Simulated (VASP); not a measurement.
# GaSb (I-4m2) in VASP: notebook

The runs below take GaSb through single point, with PBE.

Program: VASP 6.6.1. These are calculated values, not measurements. Logs are shortened: lines on timing, memory, paths and dates and some standing lists are left out, and cuts for length are marked.

### 1 The cell of the first run

It takes space group I-4m2 (No. 119, tetragonal). The conventional cell has a = 4.162 Å, b = 4.162 Å, c = 6.335 Å, α = 90.00°, β = 90.00°, γ = 90.00°. Ga (site symmetry -4m2) has 4 Sb at 2.62 Å within 3.4 Å. Sb (site symmetry -4m2) has 4 Ga at 2.62 Å within 3.4 Å.

### 2 Single point, PBE (epitaxial xy strain -4.0%)

File INCAR:

```
SYSTEM = GaSb
  PREC = Accurate
  ENCUT = 520
  EDIFF = 1E-7
  ISMEAR = -1
  SIGMA = 0.02
  LREAL = .FALSE.
  LASPH = .TRUE.
  NELM = 60
  ALGO = Normal
  ISIF = 2
  LWAVE = .FALSE.
  LCHARG = .FALSE.
  GGA = PE
  NBANDS = 16
```

File KPOINTS:

```
regular mesh
0
G
  8 8 8
  0 0 0
```

File POSCAR:

```
GaSb
1.0
    0.0000000000      2.9432436460      3.1672938365
    2.9432436460      0.0000000000      3.1672938365
    2.9432436460      2.9432436460      0.0000000000
Ga Sb
1 1
Direct
    0.0000000000      0.0000000000      0.0000000000
    0.2500000000      0.2500000000      0.2500000000
```

Potentials or basis: VASP PAW PBE potentials, release 64 (Ga_d, Sb).

Started as:

```console
> cat potpaw_PBE.64/Ga_d/POTCAR potpaw_PBE.64/Sb/POTCAR > POTCAR
> mpirun -np 1 vasp_std > vasp.out
```

OUTCAR:

```text
SYSTEM = GaSb
   PREC = Accurate
   ENCUT = 520
   EDIFF = 1E-7
   ISMEAR = -1
   LREAL = .FALSE.
   LASPH = .TRUE.
   NELM = 60
   ISIF = 2
   GGA = PE

 ion  position               nearest neighbor table
   1  0.000  0.000  0.000-   2 2.62   2 2.62   2 2.62   2 2.62
   2  0.250  0.250  0.250-   1 2.62   1 2.62   1 2.62   1 2.62

  LATTYP: Found a body centered tetragonal cell.
 ALAT       =     4.1623750815
 C/A-ratio  =     1.5218685363

  Lattice vectors:

 A1 = (  -2.9432436460,   0.0000000000,   3.1672938365)
 A2 = (   2.9432436460,   0.0000000000,   3.1672938365)
 A3 = (   0.0000000000,   2.9432436460,  -3.1672938365)

Analysis of symmetry for initial positions (statically):
=====================================================================
 Subroutine PRICEL returns:
 Original cell was already a primitive cell.

 Routine SETGRP: Setting up the symmetry group for a
 body centered tetragonal supercell.

 Subroutine GETGRP returns: Found  8 space group operations
 (whereof  8 operations were pure point group operations)
 out of a pool of 16 trial point group operations.

The static configuration has the point symmetry D_2d.

Analysis of symmetry for dynamics (positions and initial velocities):
=====================================================================
 Subroutine PRICEL returns:
 Original cell was already a primitive cell.

 Routine SETGRP: Setting up the symmetry group for a
 body centered tetragonal supercell.

 Subroutine GETGRP returns: Found  8 space group operations
 (whereof  8 operations were pure point group operations)
 out of a pool of 16 trial point group operations.

The dynamic configuration has the point symmetry D_2d.

 Subroutine INISYM returns: Found  8 space group operations
 (whereof  8 operations are pure point group operations),
 and found     1 'primitive' translations

----------------------------------------------------------------------------------------

                                     Primitive cell

  volume of cell :      54.8745

  direct lattice vectors                    reciprocal lattice vectors
     0.000000000  2.943243646  3.167293836    -0.169880601  0.169880601  0.157863471
     2.943243646  0.000000000  3.167293836     0.169880601 -0.169880601  0.157863471
     2.943243646  2.943243646  0.000000000     0.169880601  0.169880601 -0.157863471

  length of vectors
     4.323705981  4.323705981  4.162375082     0.287471238  0.287471238  0.287471238

  position of ions in fractional coordinates (direct lattice)
     0.000000000  0.000000000  0.000000000
     0.250000000  0.250000000  0.250000000

  ion indices of the primitive-cell ions
   primitive index   ion index
                 1           1
                 2           2

----------------------------------------------------------------------------------------

 KPOINTS: regular mesh

Automatic generation of k-mesh.
 Grid dimensions read from file:
 generate k-points for:    8    8    8

 Generating k-lattice:

  Cartesian coordinates                     Fractional coordinates (reciprocal lattice)
    -0.021235075  0.021235075  0.019732934     0.125000000  0.000000000  0.000000000
     0.021235075 -0.021235075  0.019732934     0.000000000  0.125000000  0.000000000
     0.021235075  0.021235075 -0.019732934     0.000000000  0.000000000  0.125000000

  Length of vectors
     0.035933905  0.035933905  0.035933905

  Shift w.r.t. Gamma in fractional coordinates (k-lattice)
     0.000000000  0.000000000  0.000000000

 Subroutine IBZKPT returns following result:
 ===========================================

 Found     59 irreducible k-points:

 Following reciprocal coordinates:
            Coordinates               Weight
  0.000000  0.000000  0.000000      1.000000
  0.125000  0.000000  0.000000      8.000000
  0.250000  0.000000  0.000000      8.000000
  0.375000  0.000000  0.000000      8.000000
  0.500000  0.000000  0.000000      4.000000
  0.125000  0.125000  0.000000      2.000000
[... 16 lines left out ...]
  0.250000  0.000000  0.125000     16.000000
  0.375000  0.000000  0.125000     16.000000
 [... further k-points ...]
   k-points           NKPTS =     59   k-points in BZ     NKDIM =     59   number of bands    NBANDS=     16
   number of dos      NEDOS =    301   number of ions     NIONS =      2
   total plane-waves  NPLWV =  32768
   dimension x,y,z NGX =    32 NGY =   32 NGZ =   32
   dimension x,y,z NGXF=    64 NGYF=   64 NGZF=   64
   ions per type =               1   1
   NGX,Y,Z   is equivalent  to a cutoff of  12.30, 12.30, 12.78 a.u.
   NGXF,Y,Z  is equivalent  to a cutoff of  24.61, 24.61, 25.56 a.u.
 SYSTEM =  GaSb
   PREC   = accura    normal or accurate (medium, high low for compatibility)
   ISTART =      0    job   : 0-new  1-cont  2-samecut
   ICHARG =      2    charge: 1-file 2-atom 10-const
   ISPIN  =      1    spin polarized calculation?
   LNONCOLLINEAR =      F non collinear calculations
   LSORBIT =      F    spin-orbit coupling
   LASPH  =      T    aspherical Exc in radial PAW
   ENCUT  =  520.0 eV  38.22 Ry    6.18 a.u.   8.04  8.04  7.74*2*pi/ulx,y,z
   NELM   =     60;   NELMIN=  2; NELMDL= -5     # of ELM steps
   EDIFF  = 0.1E-06   stopping-criterion for ELM
   LREAL  =      F    real-space projection
   EDIFFG = 0.1E-05   stopping-criterion for IOM
   NSW    =      0    number of steps for IOM
   IBRION =     -1    ionic relax: 0-MD 1-quasi-New 2-CG
   NFREE  =      0    steps in history (QN), initial steepest desc. (CG)
   ISIF   =      2    stress and relaxation
   ISYM   =      2    0-nonsym 1-usesym 2-fastsym
   POTIM  = 0.5000    time-step for ionic-motion
   TEBEG  =    0.0;   TEEND  =   0.0 temperature during run
   PSTRESS=    0.0 pullay stress
   NELECT =      18.0000    total number of electrons
   NUPDOWN=      -1.0000    fix difference up-down
   EMIN   =  10.00;   EMAX   =-10.00  energy-range for DOS
   EFERMI =   0.00;   METHOD = LEGACY
   ISMEAR =    -1;   SIGMA  =   0.02  broadening in eV -4-tet -1-fermi 0-gaus
   EFERMI_NEDOS =   21; number of points for ismear=-14 and -15
   IALGO  =     38    algorithm
   IMIX   =      4    mixing-type and parameters
     AMIX     =   0.40;   BMIX     =  1.00
     AMIX_MAG =   1.60;   BMIX_MAG =  1.00
  volume/ion in A,a.u.               =      27.44       185.16
  Fermi-wavevector in a.u.,A,eV,Ry     =   1.129038  2.133573 17.343725  1.274728
  Thomas-Fermi vector in A             =   2.265731
   LORBIT       =      0    0 simple, 1 ext, 2 COOP (PROOUT), +10 PAW based schemes
   GGA     = PE    functional components
   LHFCALC =     F    Hartree Fock is set to
   AEXX    =    0.0000 exact exchange contribution
   IVDW    =     0    specifies the selected vdW correction
   LEPSILON=     F    determine dielectric tensor
   LRPA    =     F    only Hartree local field effects (RPA)
 non-spin polarized calculation
  energy-cutoff  :      520.00
  volume of cell :       54.87
 maximum number of plane-waves:      1500
   NGX = 17   NGY = 17   NGZ = 15

 number of electron      17.9999998 magnetization

 Free energy of the ion-electron system (eV)
  ---------------------------------------------------
  ext. energy  EPLUGINS =         0.00000000
  ---------------------------------------------------
  free energy    TOTEN  =        -7.26243895 eV

  energy without entropy =       -7.26240629  energy(sigma->0) =       -7.26242262

 E-fermi :   5.5513     XC(G=0):  -9.2806

 val. band max:        5.4768350414   @ k =   0.0000   0.0000   0.0000
 cond. band min:       5.6118226741   @ k =   0.0000   0.0000   0.0000
 fundamental gap:      0.1349876327
 Fermi energy:         5.5513330253

 k-point     1 :       0.0000    0.0000    0.0000
  band No.  band energies     occupation
      1      -9.8179      2.00000
      2      -9.8084      2.00000
      3      -9.8084      2.00000
      4      -9.7591      2.00000
      5      -9.7535      2.00000
      6      -6.4540      2.00000
[... 8 lines left out ...]
     15      13.2540      0.00000
     16      13.9193      0.00000

 k-point     2 :       0.1250    0.0000    0.0000
  band No.  band energies     occupation
      1      -9.8189      2.00000
      2      -9.8103      2.00000
      3      -9.8064      2.00000
      4      -9.7596      2.00000
      5      -9.7534      2.00000
      6      -6.2852      2.00000
[... 8 lines left out ...]
     15      12.6435      0.00000
     16      13.5959      0.00000

 k-point     3 :       0.2500    0.0000    0.0000
  band No.  band energies     occupation
      1      -9.8285      2.00000
      2      -9.8077      2.00000
      3      -9.8018      2.00000
      4      -9.7605      2.00000
      5      -9.7527      2.00000
      6      -5.8031      2.00000
[... 8 lines left out ...]
     15      13.0510      0.00000
     16      13.1177      0.00000

 k-point     4 :       0.3750    0.0000    0.0000
  band No.  band energies     occupation
      1      -9.8396      2.00000
      2      -9.8038      2.00000
      3      -9.7979      2.00000
      4      -9.7609      2.00000
      5      -9.7513      2.00000
      6      -5.1274      2.00000
[... 8 lines left out ...]
     15      13.8429      0.00000
     16      14.2789      0.00000
[... 324 lines left out ...]
 k-point    22 :       0.1250    0.0000    0.1250
  band No.  band energies     occupation
      1      -9.8177      2.00000
      2      -9.8131      2.00000
      3      -9.8051      2.00000
      4      -9.7607      2.00000
      5      -9.7530      2.00000
      6      -6.2192      2.00000
[... 8 lines left out ...]
     15      12.5073      0.00000
     16      13.6637      0.00000

 k-point    23 :       0.2500    0.0000    0.1250
  band No.  band energies     occupation
      1      -9.8286      2.00000
      2      -9.8073      2.00000
      3      -9.8011      2.00000
      4      -9.7625      2.00000
      5      -9.7521      2.00000
      6      -5.8300      2.00000
[... 8 lines left out ...]
     15      13.3868      0.00000
     16      13.8534      0.00000

 k-point    24 :       0.3750    0.0000    0.1250
  band No.  band energies     occupation
      1      -9.8399      2.00000
      2      -9.8022      2.00000
      3      -9.7973      2.00000
      4      -9.7632      2.00000
      5      -9.7511      2.00000
      6      -5.1950      2.00000
[... 8 lines left out ...]
     15      14.0287      0.00000
     16      14.8785      0.00000

 [... further k-points ...]

------------------------ aborting loop because EDIFF is reached ----------------------------------------

  FORCE on cell =-STRESS in cart. coord.  units (eV):
  Direction    XX          YY          ZZ          XY          YZ          ZX
  --------------------------------------------------------------------------------------
  -------------------------------------------------------------------------------------
  Total        2.1091587      2.1091587      0.8404428      0.0000000      0.0000000      0.0000000
  in kB       61.5813289     61.5813289     24.5384976      0.0000000      0.0000000      0.0000000
  external PRESSURE =      49.2337185 kB  Pullay stress =       0.0000000 kB

 VOLUME and BASIS-vectors are now :
 -----------------------------------------------------------------------------
  energy-cutoff  :      520.00
  volume of cell :       54.87
      direct lattice vectors                 reciprocal lattice vectors
     0.000000000  2.943243646  3.167293836    -0.169880601  0.169880601  0.157863471
     2.943243646  0.000000000  3.167293836     0.169880601 -0.169880601  0.157863471
     2.943243646  2.943243646  0.000000000     0.169880601  0.169880601 -0.157863471

 POSITION                                       TOTAL-FORCE (eV/Angst)
 -----------------------------------------------------------------------------------
      0.00000      0.00000      0.00000         0.000000      0.000000      0.000000
      1.47162      1.47162      1.58365        -0.000000     -0.000000     -0.000000
 -----------------------------------------------------------------------------------
    total drift:                                0.000002      0.000002      0.000003

  FREE ENERGIE OF THE ION-ELECTRON SYSTEM (eV)
  ---------------------------------------------------
  free  energy   TOTEN  =        -7.2624389525 eV

  energy  without entropy=       -7.2624062945  energy(sigma->0) =       -7.26242262
```

It took 18 s on 1 thread of Intel Xeon 6975P-C (Granite Rapids), shared host; peak memory 0.2 GiB.

Results:

- Free energy: -7.2624 eV
- Pressure: 4.9 GPa
- Band gap on the k mesh: 0.14 eV, direct

Caveat: the cell differs from its parent crystal (epitaxial xy strain -4.0%); spin-orbit coupling is left out, which moves the levels of the heavy elements. A k mesh can miss the band edges.

[end of part 1 of 2]
